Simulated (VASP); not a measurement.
# Ag (P6_3/mmc) in VASP: single point with PBE

Aim: the single point of Ag with PBE.

Program: VASP 6.6.1. These are calculated values, not measurements. Logs are shortened: lines on timing, memory, paths and dates and some standing lists are left out, and cuts for length are marked.

## Step 1: The cell of the first run

The structure is hexagonal, space group P6_3/mmc (No. 194). The conventional cell has a = 2.822 Å, b = 2.822 Å, c = 5.322 Å, α = 90.00°, β = 90.00°, γ = 120.00°. Within 3.7 Å of Ag (site symmetry -6m2) lie 12 Ag at 2.82 to 3.12 Å.

## Step 2: Single point, PBE

INCAR reads:

```
SYSTEM = Ag
ALGO = Normal ; EDIFF = 1E-7
ENCUT = 520 ; GGA = PE
ISIF = 2 ; ISMEAR = 0
LASPH = .TRUE. ; LCHARG = .TRUE.
LELF = .TRUE. ; LREAL = .FALSE.
LVHAR = .TRUE. ; LWAVE = .FALSE.
NBANDS = 18 ; NELM = 60
PREC = Accurate ; SIGMA = 0.011
```

KPOINTS reads:

```
k-points
0
G
  10 10 5
  0 0 0
```

POSCAR reads:

```
Ag
1.0
    2.8223440000      0.0000000000      0.0000000000
    1.4111670000      2.4442240000      0.0000000000
    0.0000000000      0.0000000000      5.3224680000
Ag
2
Direct
    0.6666600000      0.6666700000      0.2500000000
    0.3333300000      0.3333300000      0.7500000000
```

Potentials or basis: VASP PAW PBE potentials, release 64 (Ag).

Launch:

```
cat potpaw_PBE.64/Ag/POTCAR > POTCAR
mpirun -np 1 vasp_std > vasp.out
```

OUTCAR:

```text
SYSTEM = Ag
   EDIFF = 1E-7
   ENCUT = 520
   GGA = PE
   ISIF = 2
   ISMEAR = 0
   LASPH = .TRUE.
   LREAL = .FALSE.
   NELM = 60
   PREC = Accurate

 ion  position               nearest neighbor table
   1  0.667  0.667  0.250-   2 3.12   2 3.12   2 3.12   2 3.12   2 3.12   2 3.12
   2  0.333  0.333  0.750-   1 3.12   1 3.12   1 3.12   1 3.12   1 3.12   1 3.12

  LATTYP: Found a hexagonal cell.
 ALAT       =     2.8223435765
 C/A-ratio  =     1.8858327683

  Lattice vectors:

 A1 = (  -1.4111670000,  -2.4442240000,   0.0000000000)
 A2 = (   2.8223440000,   0.0000000000,   0.0000000000)
 A3 = (   0.0000000000,   0.0000000000,   5.3224680000)

Analysis of symmetry for initial positions (statically):
=====================================================================
 Subroutine PRICEL returns:
 Original cell was already a primitive cell.

 Routine SETGRP: Setting up the symmetry group for a
 hexagonal supercell.

 Subroutine GETGRP returns: Found  8 space group operations
 (whereof  2 operations were pure point group operations)
 out of a pool of 24 trial point group operations.

The static configuration has the point symmetry C_2 .
 The point group associated with its full space group is D_2h.

Analysis of symmetry for dynamics (positions and initial velocities):
=====================================================================
 Subroutine PRICEL returns:
 Original cell was already a primitive cell.

 Routine SETGRP: Setting up the symmetry group for a
 hexagonal supercell.

 Subroutine GETGRP returns: Found  8 space group operations
 (whereof  2 operations were pure point group operations)
 out of a pool of 24 trial point group operations.

The dynamic configuration has the point symmetry C_2 .
 The point group associated with its full space group is D_2h.

 Subroutine INISYM returns: Found  8 space group operations
 (whereof  2 operations are pure point group operations),
 and found     1 'primitive' translations

----------------------------------------------------------------------------------------

                                     Primitive cell

  volume of cell :      36.7167

  direct lattice vectors                    reciprocal lattice vectors
     2.822344000  0.000000000  0.000000000     0.354315420 -0.204563178  0.000000000
     1.411167000  2.444224000  0.000000000     0.000000000  0.409127805  0.000000000
     0.000000000  0.000000000  5.322468000     0.000000000  0.000000000  0.187882764

  length of vectors
     2.822344000  2.822343577  5.322468000     0.409127744  0.409127805  0.187882764

  position of ions in fractional coordinates (direct lattice)
     0.666660000  0.666670000  0.250000000
     0.333330000  0.333330000  0.750000000

  ion indices of the primitive-cell ions
   primitive index   ion index
                 1           1
                 2           2

----------------------------------------------------------------------------------------

 KPOINTS: k-points

Automatic generation of k-mesh.
 Grid dimensions read from file:
 generate k-points for:   10   10    5

 Generating k-lattice:

  Cartesian coordinates                     Fractional coordinates (reciprocal lattice)
     0.035431542 -0.020456318  0.000000000     0.100000000  0.000000000  0.000000000
     0.000000000  0.040912780  0.000000000     0.000000000  0.100000000  0.000000000
     0.000000000  0.000000000  0.037576553     0.000000000  0.000000000  0.200000000

  Length of vectors
     0.040912774  0.040912780  0.037576553

  Shift w.r.t. Gamma in fractional coordinates (k-lattice)
     0.000000000  0.000000000  0.000000000

 Subroutine IBZKPT returns following result:
 ===========================================

 Found     93 irreducible k-points:

 Following reciprocal coordinates:
            Coordinates               Weight
  0.000000  0.000000  0.000000      1.000000
  0.100000  0.000000  0.000000      4.000000
  0.000000  0.100000  0.000000      2.000000
  0.200000  0.000000  0.000000      4.000000
  0.000000  0.200000  0.000000      2.000000
  0.300000 -0.000000  0.000000      4.000000
[... 16 lines left out ...]
  0.400000  0.200000  0.000000      2.000000
  0.200000  0.400000  0.000000      4.000000
 [... further k-points ...]
   k-points           NKPTS =     93   k-points in BZ     NKDIM =     93   number of bands    NBANDS=     18
   number of dos      NEDOS =    301   number of ions     NIONS =      2
   total plane-waves  NPLWV =  23040
   dimension x,y,z NGX =    24 NGY =   24 NGZ =   40
   dimension x,y,z NGXF=    48 NGYF=   48 NGZF=   80
   ions per type =               2
   NGX,Y,Z   is equivalent  to a cutoff of  14.14, 14.14, 12.49 a.u.
   NGXF,Y,Z  is equivalent  to a cutoff of  28.27, 28.27, 24.99 a.u.
 SYSTEM =  Ag
   PREC   = accura    normal or accurate (medium, high low for compatibility)
   ISTART =      0    job   : 0-new  1-cont  2-samecut
   ICHARG =      2    charge: 1-file 2-atom 10-const
   ISPIN  =      1    spin polarized calculation?
   LNONCOLLINEAR =      F non collinear calculations
   LSORBIT =      F    spin-orbit coupling
   LASPH  =      T    aspherical Exc in radial PAW
   ENCUT  =  520.0 eV  38.22 Ry    6.18 a.u.   5.25  5.25  9.90*2*pi/ulx,y,z
   NELM   =     60;   NELMIN=  2; NELMDL= -5     # of ELM steps
   EDIFF  = 0.1E-06   stopping-criterion for ELM
   LREAL  =      F    real-space projection
   EDIFFG = 0.1E-05   stopping-criterion for IOM
   NSW    =      0    number of steps for IOM
   IBRION =     -1    ionic relax: 0-MD 1-quasi-New 2-CG
   NFREE  =      0    steps in history (QN), initial steepest desc. (CG)
   ISIF   =      2    stress and relaxation
   ISYM   =      2    0-nonsym 1-usesym 2-fastsym
   POTIM  = 0.5000    time-step for ionic-motion
   TEBEG  =    0.0;   TEEND  =   0.0 temperature during run
   PSTRESS=    0.0 pullay stress
   NELECT =      22.0000    total number of electrons
   NUPDOWN=      -1.0000    fix difference up-down
   EMIN   =  10.00;   EMAX   =-10.00  energy-range for DOS
   EFERMI =   0.00;   METHOD = LEGACY
   ISMEAR =     0;   SIGMA  =   0.01  broadening in eV -4-tet -1-fermi 0-gaus
   EFERMI_NEDOS =   21; number of points for ismear=-14 and -15
   IALGO  =     38    algorithm
   IMIX   =      4    mixing-type and parameters
     AMIX     =   0.40;   BMIX     =  1.00
     AMIX_MAG =   1.60;   BMIX_MAG =  1.00
  volume/ion in A,a.u.               =      18.36       123.89
  Fermi-wavevector in a.u.,A,eV,Ry     =   1.380155  2.608114 25.916739  1.904827
  Thomas-Fermi vector in A             =   2.505058
   LORBIT       =      0    0 simple, 1 ext, 2 COOP (PROOUT), +10 PAW based schemes
   GGA     = PE    functional components
   LHFCALC =     F    Hartree Fock is set to
   AEXX    =    0.0000 exact exchange contribution
   IVDW    =     0    specifies the selected vdW correction
   LEPSILON=     F    determine dielectric tensor
   LRPA    =     F    only Hartree local field effects (RPA)
 non-spin polarized calculation
 Gauss-broadening in eV      SIGMA  =   0.01
  energy-cutoff  :      520.00
  volume of cell :       36.72
 maximum number of plane-waves:      1008
 NGX is ok and might be reduce to    24
   NGX = 11   NGY = 11   NGZ = 19

 number of electron      21.9999998 magnetization

 Free energy of the ion-electron system (eV)
  ---------------------------------------------------
  ext. energy  EPLUGINS =         0.00000000
  ---------------------------------------------------
  free energy    TOTEN  =        -5.26252771 eV

  energy without entropy =       -5.26235727  energy(sigma->0) =       -5.26244249

 E-fermi :   7.6071     XC(G=0): -11.7558

 val. band max:        7.5900140772   @ k =   0.5000   0.2000   0.2000
 cond. band min:       7.6099920298   @ k =   0.5000   0.1000   0.0000
 fundamental gap:      0.0199779526
 Fermi energy:         7.6071398855

 k-point     1 :       0.0000    0.0000    0.0000
  band No.  band energies     occupation
      1       0.1835      2.00000
      2       1.2469      2.00000
      3       2.3828      2.00000
      4       2.8990      2.00000
      5       2.8990      2.00000
      6       3.0102      2.00000
[... 10 lines left out ...]
     17      27.2646      0.00000
     18      27.2647      0.00000

 k-point     2 :       0.1000    0.0000    0.0000
  band No.  band energies     occupation
      1       0.4809      2.00000
      2       1.4461      2.00000
      3       2.4458      2.00000
      4       2.8310      2.00000
      5       2.9400      2.00000
      6       3.0569      2.00000
[... 10 lines left out ...]
     17      25.4898      0.00000
     18      26.7348      0.00000

 k-point     3 :       0.0000    0.1000    0.0000
  band No.  band energies     occupation
      1       0.4809      2.00000
      2       1.4461      2.00000
      3       2.4458      2.00000
      4       2.8310      2.00000
      5       2.9400      2.00000
      6       3.0569      2.00000
[... 10 lines left out ...]
     17      25.4898      0.00000
     18      26.7346      0.00000

 k-point     4 :       0.2000    0.0000    0.0000
  band No.  band energies     occupation
      1       1.2359      2.00000
      2       1.8058      2.00000
      3       2.5480      2.00000
      4       2.7199      2.00000
      5       2.9692      2.00000
      6       3.1060      2.00000
[... 375 lines left out ...]
      4       2.8931      2.00000
      5       3.2508      2.00000
      6       3.2684      2.00000
[... 10 lines left out ...]
     17      18.0174      0.00000
     18      22.7191      0.00000

 k-point    23 :       0.4000    0.2000    0.0000
  band No.  band energies     occupation
      1       2.1787      2.00000
      2       2.2814      2.00000
      3       2.2872      2.00000
      4       2.6112      2.00000
      5       2.8575      2.00000
      6       2.9627      2.00000
[... 10 lines left out ...]
     17      21.6228      0.00000
     18      21.8529      0.00000

 k-point    24 :       0.2000    0.4000    0.0000
  band No.  band energies     occupation
      1       2.1787      2.00000
      2       2.2814      2.00000
      3       2.2872      2.00000
      4       2.6112      2.00000
      5       2.8575      2.00000
      6       2.9627      2.00000
[... 10 lines left out ...]
     17      21.6228      0.00000
     18      21.8528      0.00000

 [... further k-points ...]
[... 5 lines left out ...]
  --------------------------------------------------------------------------------------
  -------------------------------------------------------------------------------------
  Total        1.0697158      1.0697011     -1.9684270     -0.0000022     -0.0000000      0.0000000
  in kB       46.6782936     46.6776534    -85.8946057     -0.0000955     -0.0000000      0.0000000
  external PRESSURE =       2.4871137 kB  Pullay stress =       0.0000000 kB

 VOLUME and BASIS-vectors are now :
 -----------------------------------------------------------------------------
  energy-cutoff  :      520.00
  volume of cell :       36.72
      direct lattice vectors                 reciprocal lattice vectors
     2.822344000  0.000000000  0.000000000     0.354315420 -0.204563178  0.000000000
     1.411167000  2.444224000  0.000000000     0.000000000  0.409127805  0.000000000
     0.000000000  0.000000000  5.322468000     0.000000000  0.000000000  0.187882764

 POSITION                                       TOTAL-FORCE (eV/Angst)
 -----------------------------------------------------------------------------------
      2.82233      1.62949      1.33062         0.000000     -0.000004      0.000000
      1.41116      0.81473      3.99185        -0.000000      0.000004      0.000000
 -----------------------------------------------------------------------------------
    total drift:                               -0.000000      0.000000     -0.000000

  FREE ENERGIE OF THE ION-ELECTRON SYSTEM (eV)
  ---------------------------------------------------
  free  energy   TOTEN  =        -5.2625277140 eV

  energy  without entropy=       -5.2623572740  energy(sigma->0) =       -5.26244249
```

Wall time 24 s (1 thread of Intel Xeon 6975P-C (Granite Rapids), shared host); peak memory 0.18 GiB.

What came out:

```
Free energy            : -5.2625 eV
Pressure               : 0.2 GPa
Band gap on the k mesh : zero (band 11 reaches 10.48 eV, above the bottom of band 12 at 4.24 eV)
```

Stress tensor (GPa, compression positive):
```
 4.67  0.00  0.00
 0.00  4.67  0.00
 0.00  0.00 -8.59
```

Levels at points of the mesh, in eV from the Fermi level:
| k point | band 7 | band 8 | band 9 | band 10 | band 11 | band 12 | band 13 | band 14 | band 15 | band 16 |
| --- | --- | --- | --- | --- | --- | --- | --- | --- | --- | --- |
| (0.00, 0.00, 0.00) | -4.60 | -3.72 | -3.72 | -3.23 | -3.23 | -1.19 | 1.31 | 13.84 | 16.38 | 17.87 |
| (0.50, 0.00, 0.00) | -3.64 | -3.28 | -2.80 | -2.75 | 0.38 | 1.79 | 5.79 | 6.25 | 7.97 | 9.17 |
| (0.00, 0.50, 0.00) | -3.64 | -3.28 | -2.80 | -2.75 | 0.38 | 1.79 | 5.79 | 6.25 | 7.97 | 9.17 |
